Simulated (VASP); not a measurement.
# BN in VASP: settings compared, part 3 of 3

VASP 6.6.1.

## (6) Single point, PBE

This run uses another cell than the first one, of 9.17 Å³/atom, 0.916 times its volume.

Input file INCAR:

```
ALGO = Normal
EDIFF = 1E-6
ENCUT = 600
GGA = PE
GGA_COMPAT = F
ISIF = 2
ISMEAR = 0
LASPH = T
LCHARG = F
LREAL = F
LWAVE = F
NBANDS = 11
NELM = 120
PREC = Accurate
SIGMA = 0.02
```

Input file KPOINTS:

```
k-points
0
Gamma
  12 12 12
```

Input file POSCAR:

```
BN
1.0
    1.2776830987      0.7376706809      3.2421657365
   -1.2776830987      0.7376706809      3.2421657365
    0.0000000000     -1.4753413620      3.2421657365
B N
1 1
Direct
    1.0026359775      1.0026359775      1.0026359775
    0.3297970225      0.3297970225      0.3297970225
```

Potentials or basis: VASP PAW PBE potentials, release 64 (B, N).

Launch:

```console
cat potpaw_PBE.64/B/POTCAR potpaw_PBE.64/N/POTCAR > POTCAR
mpirun -np 1 vasp_std > vasp.out
```

OUTCAR:

```text
EDIFF = 1E-6
   ENCUT = 600
   GGA = PE
   ISIF = 2
   ISMEAR = 0
   LASPH = T
   LREAL = F
   NELM = 120
   PREC = Accurate

 ion  position               nearest neighbor table
   1  0.003  0.003  0.003-   2 1.48   2 1.48   2 1.48
   2  0.330  0.330  0.330-   1 1.48   1 1.48   1 1.48

  LATTYP: Found a trigonal (rhomboedric) cell.
 ALAT       =     3.5620599093
 COS(alpha) =     0.7426798140

  Lattice vectors:

 A1 = (   1.2776830987,   0.7376706809,   3.2421657365)
 A2 = (  -1.2776830987,   0.7376706809,   3.2421657365)
 A3 = (   0.0000000000,  -1.4753413620,   3.2421657365)

Analysis of symmetry for initial positions (statically):
=====================================================================
 Subroutine PRICEL returns:
 Original cell was already a primitive cell.

 Routine SETGRP: Setting up the symmetry group for a
 trigonal (rhombohedral) supercell.

 Subroutine GETGRP returns: Found  6 space group operations
 (whereof  6 operations were pure point group operations)
 out of a pool of 12 trial point group operations.

The static configuration has the point symmetry C_3v.
[... 162 lines left out ...]

 val. band max:        2.2047544108   @ k =  -0.3333   0.2500   0.0000
 cond. band min:       6.3339075778   @ k =   0.5000   0.5000  -0.0000
 fundamental gap:      4.1291531669
 Fermi energy:         2.3249182968

 k-point     1 :       0.0000    0.0000    0.0000
  band No.  band energies     occupation
      1     -15.2629      2.00000
      2      -1.4052      2.00000
      3       0.8651      2.00000
      4       0.8651      2.00000
      5       7.4952      0.00000
      6      13.3495      0.00000
      7      13.3495      0.00000
      8      14.6194      0.00000
      9      16.1993      0.00000
     10      27.1621      0.00000
     11      30.1543      0.00000
[... 309 lines left out ...]
 k-point    24 :      -0.4167    0.1667   -0.0000
  band No.  band energies     occupation
      1     -11.9834      2.00000
      2      -6.1680      2.00000
      3      -3.0630      2.00000
      4       1.9649      2.00000
      5       7.1564      0.00000
      6      13.3218      0.00000
      7      15.3499      0.00000
      8      16.4994      0.00000
      9      19.9014      0.00000
     10      22.5718      0.00000
     11      24.8117      0.00000

 [... further k-points ...]
[... 5 lines left out ...]
  --------------------------------------------------------------------------------------
  -------------------------------------------------------------------------------------
  Total       -1.9786826     -1.9786826      0.2926599      0.0000000     -0.0000000      0.0000000
  in kB     -172.9077952   -172.9077952     25.5741772      0.0000000     -0.0000000      0.0000000
  external PRESSURE =    -106.7471377 kB  Pullay stress =       0.0000000 kB

 VOLUME and BASIS-vectors are now :
 -----------------------------------------------------------------------------
  energy-cutoff  :      600.00
  volume of cell :       18.33
      direct lattice vectors                 reciprocal lattice vectors
     1.277683099  0.737670681  3.242165737     0.391333344  0.225936412  0.102811935
    -1.277683099  0.737670681  3.242165737    -0.391333344  0.225936412  0.102811935
     0.000000000 -1.475341362  3.242165737     0.000000000 -0.451872823  0.102811935

 POSITION                                       TOTAL-FORCE (eV/Angst)
 -----------------------------------------------------------------------------------
      0.00000     -0.00000      0.02564         0.000000      0.000000     -0.710402
      0.00000     -0.00000      3.20777         0.000000     -0.000000      0.710402
 -----------------------------------------------------------------------------------
    total drift:                                0.000000      0.000000     -0.000225

  FREE ENERGIE OF THE ION-ELECTRON SYSTEM (eV)
  ---------------------------------------------------
  free  energy   TOTEN  =       -17.5200145807 eV

  energy  without entropy=      -17.5200145807  energy(sigma->0) =      -17.52001458
```

stdout:

```text
POSCAR found type information on POSCAR B N
 POSCAR found :  2 types and       2 ions
 scaLAPACK will be used
 LDA part: xc-table for (Slater+PW92), standard interpolation
 POSCAR, INCAR and KPOINTS ok, starting setup
 FFT: planning ... GRIDC
 FFT: planning ... GRID_SOFT
 FFT: planning ... GRID
 WAVECAR not read
 entering main loop
```

It took 84 s on 1 thread of Intel Xeon 8259CL, shared host; peak memory 0.18 GiB.

What came out:

```yaml
Free_energy: -17.5200 eV
Pressure: -10.7 GPa
Largest_force: 0.710 eV/Å
Band_gap_on_the_k_mesh: 4.13 eV, indirect (least direct gap 4.57 eV)
```

Forces on the atoms (eV/Å):
```
B    0.000  0.000 -0.710
N    0.000  0.000  0.710
```

Stress tensor (GPa, compression positive):
```
-17.29   0.00   0.00
  0.00 -17.29   0.00
  0.00   0.00   2.56
```

Levels at points of the mesh, in eV from the valence-band top:
| k point | band 1 | band 2 | band 3 | band 4 | band 5 | band 6 | band 7 | band 8 | band 9 |
| --- | --- | --- | --- | --- | --- | --- | --- | --- | --- |
| (0.00, 0.00, 0.00) | -17.47 | -3.61 | -1.34 | -1.34 | 5.29 | 11.14 | 11.14 | 12.41 | 13.99 |
| (0.50, 0.00, 0.00) | -14.43 | -8.72 | -3.95 | -0.45 | 5.04 | 9.42 | 12.92 | 15.38 | 19.98 |
| (0.50, 0.50, 0.00) | -14.33 | -8.54 | -4.04 | -1.25 | 4.13 | 9.19 | 14.07 | 17.71 | 20.23 |
| (0.50, 0.50, 0.50) | -17.11 | -6.02 | -1.37 | -1.37 | 10.15 | 11.06 | 11.06 | 11.44 | 16.57 |

## (7) Single point, r2SCAN (functional r2SCAN, strained)

Input file POSCAR:

```
BN
1.0
    1.2384228971      0.7150037930      3.5410751833
   -1.2384228971      0.7150037930      3.5410751833
    0.0000000000     -1.4300075861      3.5410751833
B N
1 1
Direct
    0.9937416450      0.9937416450      0.9937416450
    0.3386913550      0.3386913550      0.3386913550
```

Input file INCAR.step1:

```
SYSTEM = BN
  ALGO = Normal
  EDIFF = 1E-5
  ENCUT = 660
  GGA = PE
  GGA_COMPAT = .FALSE.
  ISMEAR = 0
  LASPH = .TRUE.
  LCHARG = .FALSE.
  LREAL = .FALSE.
  LWAVE = .TRUE.
  NBANDS = 11
  NELM = 120
  PREC = Accurate
  SIGMA = 0.02
```

Input file INCAR.step2:

```
SYSTEM = BN
  ALGO = Normal
  EDIFF = 1E-6
  ENCUT = 660
  GGA_COMPAT = .FALSE.
  ISIF = 2
  ISMEAR = 0
  ISTART = 1
  LASPH = .TRUE.
  LCHARG = .FALSE.
  LMIXTAU = .TRUE.
  LREAL = .FALSE.
  LWAVE = .FALSE.
  METAGGA = R2SCAN
  NBANDS = 11
  NELM = 120
  PREC = Accurate
  SIGMA = 0.02
```

Input file KPOINTS:

```
k-points
0
G
  12 12 12
  0 0 0
```

Potentials or basis: VASP PAW PBE potentials, release 64 (B, N).

Launch:

```console
cat potpaw_PBE.64/B/POTCAR potpaw_PBE.64/N/POTCAR > POTCAR
cp INCAR.step1 INCAR
mpirun -np 1 vasp_std > vasp.out
cp INCAR.step2 INCAR
mpirun -np 1 vasp_std > vasp.out
```

OUTCAR:

```text
SYSTEM = BN
   EDIFF = 1E-6
   ENCUT = 660
   ISIF = 2
   ISMEAR = 0
   ISTART = 1
   LASPH = .TRUE.
   LREAL = .FALSE.
   METAGGA = R2SCAN
   NELM = 120
   PREC = Accurate

 ion  position               nearest neighbor table
   1  0.994  0.994  0.994-   2 1.44   2 1.44   2 1.44
   2  0.339  0.339  0.339-   1 1.44   1 1.44   1 1.44

  LATTYP: Found a trigonal (rhomboedric) cell.
 ALAT       =     3.8189180601
 COS(alpha) =     0.7896767609

  Lattice vectors:

[... 523 lines left out ...]
------------------------ aborting loop because EDIFF is reached ----------------------------------------

  FORCE on cell =-STRESS in cart. coord.  units (eV):
  Direction    XX          YY          ZZ          XY          YZ          ZX
  --------------------------------------------------------------------------------------
  -------------------------------------------------------------------------------------
  Total        1.2303634      1.2303634     -0.3036518      0.0000000      0.0000000      0.0000000
  in kB      104.7804530    104.7804530    -25.8596582      0.0000000      0.0000000      0.0000000
  external PRESSURE =      61.2337493 kB  Pullay stress =       0.0000000 kB

 VOLUME and BASIS-vectors are now :
 -----------------------------------------------------------------------------
  energy-cutoff  :      660.00
  volume of cell :       18.81
      direct lattice vectors                 reciprocal lattice vectors
     1.238422897  0.715003793  3.541075183     0.403739305  0.233098997  0.094133368
    -1.238422897  0.715003793  3.541075183    -0.403739305  0.233098997  0.094133368
     0.000000000 -1.430007586  3.541075183     0.000000000 -0.466197993  0.094133368

 POSITION                                       TOTAL-FORCE (eV/Angst)
 -----------------------------------------------------------------------------------
      0.00000     -0.00000     10.55674         0.000000     -0.000000      1.695052
      0.00000     -0.00000      3.59799         0.000000      0.000000     -1.695052
 -----------------------------------------------------------------------------------
    total drift:                                0.000000      0.000000     -0.000201

  FREE ENERGIE OF THE ION-ELECTRON SYSTEM (eV)
  ---------------------------------------------------
  free  energy   TOTEN  =       -19.1810682024 eV

  energy  without entropy=      -19.1810682024  energy(sigma->0) =      -19.18106820
```

OSZICAR.step1:

```text
N       E                     dE             d eps       ncg     rms          rms(c)
DAV:   1     0.229855114827E+02    0.22986E+02   -0.50780E+03  4174   0.809E+02
DAV:   2    -0.182224127528E+02   -0.41208E+02   -0.39121E+02  4858   0.201E+02
DAV:   3    -0.193986725438E+02   -0.11763E+01   -0.11738E+01  5163   0.311E+01
DAV:   4    -0.194028417517E+02   -0.41692E-02   -0.41690E-02  4696   0.194E+00
DAV:   5    -0.194028601954E+02   -0.18444E-04   -0.18444E-04  5173   0.118E-01    0.814E+00
DAV:   6    -0.176926491131E+02    0.17102E+01   -0.54131E+00  5165   0.143E+01    0.369E+00
DAV:   7    -0.175180679608E+02    0.17458E+00   -0.26759E-01  4841   0.384E+00    0.225E+00
DAV:   8    -0.174738123081E+02    0.44256E-01   -0.13465E-01  4984   0.225E+00    0.269E-01
DAV:   9    -0.174742872785E+02   -0.47497E-03   -0.33315E-03  4626   0.500E-01    0.148E-01
DAV:  10    -0.174747873439E+02   -0.50007E-03   -0.61979E-04  4674   0.199E-01    0.279E-02
DAV:  11    -0.174748153933E+02   -0.28049E-04   -0.41059E-05  5001   0.470E-02    0.218E-02
DAV:  12    -0.174748198961E+02   -0.45028E-05   -0.10947E-05  4572   0.238E-02
   1 F= -.17474820E+02 E0= -.17474820E+02  d E =-.159020E-16
```

Wall time 5.1 min (1 thread of Intel Xeon 8259CL, shared host); peak memory 0.21 GiB.

What came out:

```yaml
Free_energy: -19.1811 eV
Pressure: 6.1 GPa
Largest_force: 1.695 eV/Å
Band_gap_on_the_k_mesh: 4.74 eV, indirect (least direct gap 5.39 eV)
```

Forces in eV/Å, atoms in the order of the input:
```
B    0.000  0.000  1.695
N    0.000  0.000 -1.695
```

Caveat: the cell differs from its parent crystal (functional r2SCAN, strained); the PAW data sets were made with another functional, which shifts forces and pressure a little. A k mesh can miss the band edges.

## (8) The runs side by side

| level | cell | cutoff (eV) | gap on the mesh (eV) | pressure (GPa) | largest force (eV/Å) |
| --- | --- | --- | --- | --- | --- |
| PBE | a = 3.618 Å, angles 43.1°, 2 atoms | 520 | 3.14 | -32.3 | 3.73 |
| PBE | a = 4.018 Å, angles 37.0°, 2 atoms | 520 | 3.90 | -10.4 | 2.96 |
| PBE | a = 3.770, b = 3.770, c = 3.817 Å, angles 39.9, 39.9, 39.7°, 2 atoms | 520 | 1.18 | -23.0 | 6.67 |
| PBEsol+D3(BJ) | a = 3.712 Å, angles 36.7°, 2 atoms | 600 | 4.56 | 62.0 | 0.64 |
| PBE | a = 3.562 Å, angles 42.0°, 2 atoms | 600 | 4.13 | -10.7 | 0.71 |
| r2SCAN | a = 3.819 Å, angles 37.8°, 2 atoms | 660 | 4.74 | 6.1 | 1.70 |

Alike in all rows: task single point; potentials or basis VASP PAW PBE potentials, release 64 (B, N); no spin polarisation; k mesh 12 × 12 × 12; smearing gaussian 0.02 eV.

Caveats: forces of over 1 eV/Å act on the atoms, so gaps and moduli don't describe the material at rest (some runs); the PAW data sets were made with another functional, which shifts forces and pressure a little (some runs).

Absolute energies hang on the potentials; compare differences alone.
